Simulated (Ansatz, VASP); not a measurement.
One calculation of ZnS, two programs

```
Zn S
1.0
    -2.19613    2.82357    3.35540
     2.19613   -2.82357    3.35540
     2.19613    2.82357   -3.35540
Zn S
2 2
Cartesian
  0.0000 0.0000 1.6415
  0.0000 0.0000 5.0693
  0.0000 3.4527 0.0000
  0.0000 2.1945 0.0000
```

Alike in both runs: task single point; functional PBE; k mesh 6 × 6 × 6; occupations gaussian, width 0.1 eV; no spin polarisation.

```csv
,VASP,Ansatz
version,VASP 6.6.1,Ansatz 0.2.0
potentials or method,"VASP PAW PBE potentials, release 64 (Zn, S), cutoff 520 eV","scalar-relativistic, plane waves, PAW"
valence electrons in the cell,36,36
```

Ansatz gave:

```
gap on the k mesh at the Fermi level (eV) : none
rms of the force components (eV/Å)        : 45.172
```

Problem. Estimate VASP's values.

Solution. gap on the k mesh at the Fermi level (eV): none; rms of the force components (eV/Å): 47.486.

Atom by atom the forces differ by 2.314 eV/Å (rms over components). A gap of «none» marks a metal or a gap that the smearing closes.
